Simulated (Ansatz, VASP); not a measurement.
**Two plane-wave programs on MoW5**

```xyz
12
Lattice="-0.0004 -3.1706 0.0001 -6.3924 0.0004 0.0001 0.0000 0.0003 -9.5179" Properties=species:S:1:pos:R:3 pbc="T T T"
Mo   -4.7946   -1.5848   -4.7589
Mo   -1.5982   -1.5850   -4.7589
W    -3.1965   -3.1703   -3.1768
W    -6.3928   -3.1702   -3.1767
W    -4.7945   -1.5850   -1.5907
W    -1.5983   -1.5852   -1.5907
W    -6.3927   -3.1702    0.0002
W    -3.1967   -3.1704    0.0002
W    -4.7945   -1.5847   -7.9269
W    -1.5982   -1.5850   -7.9271
W    -3.1966   -3.1702   -6.3408
W    -0.0001    0.0002   -6.3409
```

Change from the starting cell: cell x2, atoms moved at random (sigma 0.1 Å) and cell strained at random (1.5 %), then relaxed without symmetry.

Alike in both runs: functional PBE; k mesh 6 × 4 × 2; occupations gaussian, width 0.2 eV; no spin polarisation.

Ansatz relaxed the structure, and its values are those at the end. VASP's run is a single point on that final structure, the one shown.

|  | VASP | Ansatz |
| --- | --- | --- |
| version | VASP 6.6.1 | Ansatz 0.2.0 |
| potentials or method | VASP PAW PBE potentials, release 64 (Mo_sv, W_sv), cutoff 520 eV | scalar-relativistic, plane waves, PAW |
| valence electrons in the cell | 168 | 168 |

Ansatz gave:

* gap on the k mesh at the Fermi level (eV): none
* pressure (GPa): 0.0
* rms of the force components (eV/Å): 0.005

Q: Which values does VASP return?

A: gap on the k mesh at the Fermi level (eV): none; pressure (GPa): 0.5; rms of the force components (eV/Å): 0.006.

A gap of «none» marks a metal or a gap that the smearing closes.

Spin-orbit coupling is off throughout.
